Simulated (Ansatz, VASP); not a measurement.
## Sb: VASP beside Ansatz

File INCAR:

```
SYSTEM = Sb
PREC     = Accurate       ! precision mode
ENCUT    = 600            ! plane-wave cutoff, eV
EDIFF    = 1E-6           ! SCF threshold, eV
ISMEAR   = 0              ! smearing method
SIGMA    = 0.1            ! smearing width, eV
LREAL    = .False.        ! projectors in reciprocal space
LASPH    = .True.         ! aspherical terms in the spheres
NELM     = 60             ! most SCF steps
ALGO     = Normal         ! electronic algorithm
ISIF     = 3              ! what is computed and relaxed
LWAVE    = .False.        ! write WAVECAR
LCHARG   = .False.        ! write CHGCAR
IBRION   = 2              ! ionic algorithm
NSW      = 70             ! ionic steps
EDIFFG   = -0.005         ! ionic threshold
```

Contents of KPOINTS:

```
regular mesh
0
Gamma
  12 12 12
  0 0 0
```

Contents of POSCAR:

```
Sb
1.0
    2.1616083304      1.2480051515      3.6796745313
   -2.1616083304      1.2480051515      3.6796745313
    0.0000000000     -2.4960103029      3.6796745313
Sb
2
Direct
    0.2361487230      0.2361487230      0.2361487230
    0.7638512770      0.7638512770      0.7638512770
```

Input for Ansatz:

```yaml
crystal:
  lattice:
    - [2.1616083255, 1.2480051486, 3.6796745288]
    - [-2.1616083255, 1.2480051486, 3.6796745288]
    - [0.0, -2.4960102972, 3.6796745288]
  atoms:
    - { symbol: Sb, position: [0.2361487235, 0.2361487235, 0.2361487235] }
    - { symbol: Sb, position: [0.7638512765, 0.7638512765, 0.7638512765] }
basis:
  ecutwfc: 420
kpoints:
  mp_grid: { grid: [12, 12, 12] }
hamiltonian:
  xc: lda
scf:
  occupations: { method: gaussian, width: 0.1 }
output:
  forces: true
  stress: true
  eigenvalues: true
  write_density: true
  write_potential: true
  elf: true
  volumetric_format: npy
relax:
  adjacent_minimum: "off"
  f_tol: 0.005
  max_steps: 50
  cell: { stress_tol: 0.05 }
```

Alike in both runs: task relaxation of cell and atoms; functional LDA; k mesh 12 × 12 × 12; occupations gaussian, width 0.1 eV; no spin polarisation.

|  | VASP | Ansatz |
| --- | --- | --- |
| version | VASP 6.6.1 | Ansatz 0.2.0 |
| potentials or method | VASP PAW LDA potentials, release 64 (Sb), cutoff 600 eV | scalar-relativistic, plane waves, PAW |
| valence electrons in the cell | 10 | 30 |

|  | VASP | Ansatz | Ansatz less VASP |
| --- | --- | --- | --- |
| gap on the k mesh at the Fermi level, each at its own relaxed structure (eV) | none | none | - |
| relaxed volume (Å³/atom) | 29.23 | 29.20 | -0.033 |
| relaxed cell length with the largest relative difference (Å) | 4.415 | 4.418 | +0.0033 |

LDA's correlation is that of Perdew and Zunger in VASP and of Perdew and Wang (1992) in Ansatz. A gap of «none» marks a metal or a gap that the smearing closes. VASP's potentials hold 10 valence electrons a cell and Ansatz's 30, so a difference there can come from the potentials and not from the codes.

Neither program's run includes spin-orbit coupling.
